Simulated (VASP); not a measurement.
# Sn32HC32 (a cell with a defect) in VASP: single point with PBEsol

Aim: the single point of Sn32HC32 (a cell with a defect) with PBEsol.

Everything below comes from runs of VASP 6.6.1. Logs are shortened: lines on timing, memory, paths and dates and some standing lists are left out, and cuts for length are marked.

### 1 The cell of the first run

The cell holds a defect, 65 atoms: a = 10.068 Å, b = 10.068 Å, c = 10.068 Å, α = 90.00°, β = 90.00°, γ = 90.00°.

### 2 Single point, PBEsol

Input file INCAR:

```
PREC = Accurate
ENCUT = 520
EDIFF = 1E-6
ISMEAR = -1
SIGMA = 0.05
LREAL = Auto
LASPH = T
NELM = 120
ALGO = Normal
ISIF = 2
LWAVE = F
LCHARG = T
GGA = PS
LELF = T
LVHAR = T
NELECT = 578.0
ISYM = -1
NBANDS = 326
GGA_COMPAT = F
```

Input file KPOINTS:

```
explicit points
1
Reciprocal
  0.25000000   0.25000000   0.25000000 1
```

Input file POSCAR:

```
Sn32HC32
1.0
   10.0679620000      0.0000000000      0.0000000000
    0.0000000000     10.0679620000      0.0000000000
    0.0000000000      0.0000000000     10.0679620000
Sn C H
32 32 1
Direct
    0.9971420000      0.9968940000      0.9986510000
    0.9978340000      0.9975800000      0.4984900000
    0.9994400000      0.4973880000      0.9985700000
    0.9974480000      0.4973940000      0.4991630000
    0.4976430000      0.9991900000      0.9985690000
    0.4976470000      0.9971900000      0.4991680000
    0.5019860000      0.5017300000      0.9945950000
    0.4979680000      0.4977170000      0.4972500000
    0.2484420000      0.2481940000      0.9989090000
    0.2479970000      0.2477430000      0.4986940000
    0.2460630000      0.7477560000      0.9987080000
    0.2484440000      0.7479480000      0.4991410000
    0.7480070000      0.2458180000      0.9987080000
    0.7482070000      0.2481870000      0.4991340000
    0.7434620000      0.7431950000      0.9941570000
    0.7480060000      0.7477570000      0.4967620000
    0.2477920000      0.9975820000      0.2485370000
    0.2484700000      0.9971860000      0.7483390000
    0.2484730000      0.4973950000      0.2481450000
    0.2465490000      0.4977160000      0.7486680000
    0.7479510000      0.9968890000      0.2478460000
    0.7478700000      0.9991900000      0.7483380000
    0.7478660000      0.4973900000      0.2501450000
    0.7439130000      0.5017150000      0.7526570000
    0.9978350000      0.2475420000      0.2485350000
    0.9974470000      0.2482090000      0.7483400000
    0.9971410000      0.7476980000      0.2478480000
    0.9994380000      0.7476160000      0.7483360000
    0.4976480000      0.2482210000      0.2481480000
    0.4979690000      0.2463040000      0.7486660000
    0.4976460000      0.7476130000      0.2501450000
    0.5020010000      0.7436330000      0.7526800000
    0.1226960000      0.1224500000      0.1233230000
    0.1228360000      0.1225710000      0.6235080000
    0.1227450000      0.6225540000      0.1246890000
    0.1230150000      0.6226810000      0.6223430000
    0.6227970000      0.1224960000      0.1246880000
    0.6229300000      0.1227670000      0.6223440000
    0.6225440000      0.6222890000      0.1297050000
    0.6232240000      0.6229750000      0.6176510000
    0.3741760000      0.3739200000      0.1224860000
    0.3731190000      0.3728610000      0.6238200000
    0.3728040000      0.8724380000      0.1233670000
    0.3741840000      0.8715310000      0.6248880000
    0.8726870000      0.3725470000      0.1233850000
    0.8718010000      0.3739120000      0.6248660000
    0.8711940000      0.8709320000      0.1218790000
    0.8726820000      0.8724360000      0.6235020000
    0.3728100000      0.1225780000      0.3735300000
    0.3716380000      0.1227610000      0.8736340000
    0.3716370000      0.6226830000      0.3737130000
    0.3669430000      0.6229680000      0.8739380000
    0.8726300000      0.1224470000      0.3733910000
    0.8739870000      0.1224970000      0.8735020000
    0.8740010000      0.6225440000      0.3734440000
    0.8790080000      0.6222810000      0.8732430000
    0.1228320000      0.3725530000      0.3735240000
    0.1230170000      0.3713840000      0.8736370000
    0.1226950000      0.8723750000      0.3733950000
    0.1227530000      0.8737370000      0.8735010000
    0.6229350000      0.3713860000      0.3737180000
    0.6232180000      0.3667010000      0.8739270000
    0.6227940000      0.8737470000      0.3734510000
    0.6225340000      0.8787620000      0.8732370000
    0.6227780000      0.6225610000      0.8735120000
```

Potentials or basis: VASP PAW PBE potentials, release 64 (Sn_d, C, H).

Run with:

```
$ cat potpaw_PBE.64/Sn_d/POTCAR potpaw_PBE.64/C/POTCAR potpaw_PBE.64/H/POTCAR > POTCAR
$ mpirun -np 1 vasp_std > vasp.out
```

OUTCAR:

```text
PREC = Accurate
   ENCUT = 520
   EDIFF = 1E-6
   ISMEAR = -1
   LREAL = Auto
   LASPH = T
   NELM = 120
   ISIF = 2
   GGA = PS
   NELECT = 578.0
   ISYM = -1

 ion  position               nearest neighbor table
   1  0.997  0.997  0.999-  54 2.17  60 2.17  47 2.18  33 2.18  13 3.55  11 3.55  21 3.55  27 3.55
                            22 3.56  28 3.56  25 3.56  17 3.56  26 3.57  18 3.57   9 3.58  15 3.61
   2  0.998  0.998  0.498-  34 2.18  59 2.18  53 2.18  48 2.18  16 3.56  28 3.56  22 3.56  17 3.56
                            25 3.56  14 3.56  12 3.56  10 3.56  26 3.56  18 3.56  27 3.56  21 3.56
   3  0.999  0.497  0.999-  56 2.15  58 2.18  35 2.18  45 2.19  11 3.54  20 3.54   9 3.55  19 3.55
                            26 3.56  27 3.56  25 3.56  28 3.56  24 3.57  15 3.57  13 3.58  23 3.58
   4  0.997  0.497  0.499-  36 2.17  55 2.18  46 2.18  57 2.18  26 3.55  14 3.55  23 3.55  20 3.55
                            28 3.56  16 3.56  10 3.56  25 3.56  12 3.57  27 3.57  19 3.57  24 3.61
   5  0.498  0.999  0.999-  64 2.15  50 2.18  37 2.18  43 2.19  13 3.54  30 3.54   9 3.55  29 3.55
                            18 3.56  21 3.56  17 3.56  22 3.56  32 3.57  15 3.57  11 3.58  31 3.58
   6  0.498  0.997  0.499-  38 2.17  63 2.18  44 2.18  49 2.18  18 3.55  12 3.55  31 3.55  30 3.55
                            22 3.56  16 3.56  10 3.56  17 3.56  14 3.57  21 3.57  29 3.57  32 3.61
   7  0.502  0.502  0.995-  65 2.11  39 2.19  62 2.19  52 2.19  41 2.23  15 3.44  32 3.44  24 3.44
                            30 3.57  20 3.57  23 3.57  31 3.57  13 3.57  11 3.57  29 3.61  19 3.61
   8  0.498  0.498  0.497-  40 2.16  61 2.18  51 2.18  42 2.19  31 3.54  23 3.54  29 3.55  19 3.55
                            12 3.56  14 3.56  10 3.56  16 3.56  32 3.57  24 3.57  30 3.58  20 3.58
   9  0.248  0.248  0.999-  58 2.17  50 2.17  41 2.18  33 2.19   3 3.55   5 3.55  19 3.55  29 3.55
[... 78 lines left out ...]
  64  0.623  0.879  0.873-   5 2.15  22 2.15  32 2.19  15 2.20
  65  0.623  0.623  0.874-  15 2.10  32 2.11   7 2.11  24 2.11

IMPORTANT INFORMATION: All symmetrisations will be switched off!
NOSYMM: (Re-)initialisation of all symmetry stuff for point group C_1.

----------------------------------------------------------------------------------------

                                     Primitive cell

  volume of cell :    1020.5275

  direct lattice vectors                    reciprocal lattice vectors
    10.067962000  0.000000000  0.000000000     0.099324968  0.000000000  0.000000000
     0.000000000 10.067962000  0.000000000     0.000000000  0.099324968  0.000000000
     0.000000000  0.000000000 10.067962000     0.000000000  0.000000000  0.099324968

  length of vectors
    10.067962000 10.067962000 10.067962000     0.099324968  0.099324968  0.099324968

  position of ions in fractional coordinates (direct lattice)
     0.997142000  0.996894000  0.998651000
     0.997834000  0.997580000  0.498490000
     0.999440000  0.497388000  0.998570000
     0.997448000  0.497394000  0.499163000
     0.497643000  0.999190000  0.998569000
[... 174 lines left out ...]
   EFERMI_NEDOS =   21; number of points for ismear=-14 and -15
   IALGO  =     38    algorithm
   IMIX   =      4    mixing-type and parameters
     AMIX     =   0.40;   BMIX     =  1.00
     AMIX_MAG =   1.60;   BMIX_MAG =  1.00
  volume/ion in A,a.u.               =      15.70       105.95
  Fermi-wavevector in a.u.,A,eV,Ry     =   1.354490  2.559615 24.961844  1.834644
  Thomas-Fermi vector in A             =   2.481657
   LORBIT       =      0    0 simple, 1 ext, 2 COOP (PROOUT), +10 PAW based schemes
   GGA     = PS    functional components
   LHFCALC =     F    Hartree Fock is set to
   AEXX    =    0.0000 exact exchange contribution
   IVDW    =     0    specifies the selected vdW correction
   LEPSILON=     F    determine dielectric tensor
   LRPA    =     F    only Hartree local field effects (RPA)
 non-spin polarized calculation
  energy-cutoff  :      520.00
  volume of cell :     1020.53
 maximum number of plane-waves:     27460
 NGX is ok and might be reduce to    80
   NGX = 37   NGY = 37   NGZ = 37

 number of electron     577.9999922 magnetization

 Free energy of the ion-electron system (eV)
  ---------------------------------------------------
  ext. energy  EPLUGINS =         0.00000000
  ---------------------------------------------------
  free energy    TOTEN  =      -388.52055581 eV

  energy without entropy =     -388.52055579  energy(sigma->0) =     -388.52055580

 E-fermi :   8.7961     XC(G=0): -11.0755

 val. band max:        7.7926015314   @ k =   0.2500   0.2500   0.2500
 cond. band min:       9.7784007936   @ k =   0.2500   0.2500   0.2500
 fundamental gap:      1.9857992622
 Fermi energy:         8.7961005102

 k-point     1 :       0.2500    0.2500    0.2500
  band No.  band energies     occupation
      1     -13.1627      2.00000
      2     -13.1627      2.00000
      3     -13.1511      2.00000
      4     -13.1291      2.00000
      5     -13.1290      2.00000
      6     -13.1286      2.00000
[... 293 lines left out ...]
    300      10.9661      0.00000
    301      11.0183      0.00000
 [bands above 301 left out]

------------------------ aborting loop because EDIFF is reached ----------------------------------------

  FORCE on cell =-STRESS in cart. coord.  units (eV):
  Direction    XX          YY          ZZ          XY          YZ          ZX
  --------------------------------------------------------------------------------------
  -------------------------------------------------------------------------------------
  Total       15.0253842     15.0234380     15.1305832     -3.8608183     -3.8275530     -3.8319072
  in kB       23.5891051     23.5860496     23.7542622     -6.0612925     -6.0090676     -6.0159035
  external PRESSURE =      23.6431390 kB  Pullay stress =       0.0000000 kB

 VOLUME and BASIS-vectors are now :
 -----------------------------------------------------------------------------
  energy-cutoff  :      520.00
  volume of cell :     1020.53
      direct lattice vectors                 reciprocal lattice vectors
    10.067962000  0.000000000  0.000000000     0.099324968  0.000000000  0.000000000
     0.000000000 10.067962000  0.000000000     0.000000000  0.099324968  0.000000000
     0.000000000  0.000000000 10.067962000     0.000000000  0.000000000  0.099324968

 POSITION                                       TOTAL-FORCE (eV/Angst)
 -----------------------------------------------------------------------------------
     10.03919     10.03669     10.05438         0.001730      0.001162      0.002708
     10.04615     10.04360      5.01878         0.003649      0.002539      0.005894
     10.06232      5.00768     10.05356        -0.005089      0.002935     -0.005158
     10.04227      5.00774      5.02555         0.004219      0.006099      0.000026
      5.01025     10.05981     10.05355         0.003528     -0.004411     -0.009892
      5.01029     10.03967      5.02560         0.005618      0.006524      0.001017
[... 57 lines left out ...]
      6.26765      8.84734      8.79172        -0.005351      0.006708     -0.007145
      6.27011      6.26792      8.79449        -0.001065     -0.003167     -0.003070
 -----------------------------------------------------------------------------------
    total drift:                                0.204275      0.220109      0.216234

  FREE ENERGIE OF THE ION-ELECTRON SYSTEM (eV)
  ---------------------------------------------------
  free  energy   TOTEN  =      -388.5205558060 eV

  energy  without entropy=     -388.5205557863  energy(sigma->0) =     -388.52055580
```

Wall time 11 min (1 thread of Intel Xeon Platinum 8375C at 2.90GHz (Ice Lake), shared host); peak memory 1.1 GiB.

What came out:

| Item | Value |
| --- | --- |
| Free energy | -388.5206 eV |
| Largest force | 0.044 eV/Å |

Forces on the atoms (eV/Å):
```
Sn   0.002  0.001  0.003
Sn   0.004  0.003  0.006
Sn  -0.005  0.003 -0.005
Sn   0.004  0.006  0.000
Sn   0.004 -0.004 -0.010
Sn   0.006  0.007  0.001
Sn  -0.004 -0.003  0.001
Sn   0.011  0.011  0.004
Sn  -0.006 -0.005 -0.011
Sn   0.006  0.004  0.005
Sn   0.000  0.002  0.002
Sn  -0.003 -0.010  0.000
Sn   0.000 -0.004  0.005
Sn  -0.010 -0.005 -0.004
Sn  -0.029 -0.028 -0.018
Sn   0.001  0.002  0.004
Sn   0.006  0.003  0.001
Sn   0.006  0.007  0.011
Sn   0.004  0.010  0.006
Sn   0.004  0.005  0.009
Sn   0.000  0.001  0.000
Sn  -0.009 -0.003  0.003
Sn  -0.003  0.000 -0.001
Sn  -0.001  0.003  0.000
Sn   0.004  0.005  0.001
Sn   0.008  0.005  0.009
Sn   0.000  0.001  0.005
Sn  -0.007 -0.005  0.006
Sn   0.005  0.006  0.009
Sn   0.007  0.001  0.009
Sn  -0.001 -0.008 -0.006
Sn  -0.002 -0.003 -0.002
C   -0.001 -0.003  0.003
C    0.001  0.002 -0.003
C    0.003  0.002  0.002
C   -0.004 -0.004 -0.005
C    0.003  0.003  0.002
C   -0.004 -0.003 -0.005
C   -0.001  0.000  0.004
C   -0.004 -0.005 -0.003
C    0.001  0.001  0.011
C    0.001  0.001 -0.002
C   -0.001  0.000  0.005
C   -0.005  0.005 -0.007
C    0.002 -0.002  0.003
C    0.004 -0.002 -0.006
C    0.002  0.002  0.004
C    0.002  0.001 -0.004
C    0.000  0.001 -0.001
C   -0.009 -0.006 -0.003
C   -0.007 -0.005 -0.003
C    0.002 -0.004 -0.007
C    0.003 -0.003 -0.001
C    0.006  0.006 -0.001
C    0.002  0.005  0.003
C    0.005 -0.007 -0.010
C    0.002  0.001  0.000
C   -0.006 -0.010 -0.002
C   -0.001  0.002 -0.002
C    0.005  0.007  0.004
C   -0.002 -0.008 -0.003
C   -0.002  0.003 -0.006
C    0.007  0.006  0.003
C   -0.005  0.007 -0.007
H   -0.001 -0.003 -0.003
```

Caveat: the cell carries a net charge on a neutralising background, which shifts energy and pressure; the cell is charged against a uniform background, so pressure and absolute levels hang on convention; the PAW data sets were made with another functional, which shifts forces and pressure a little; spin-orbit coupling is left out, which moves the levels of the heavy elements.
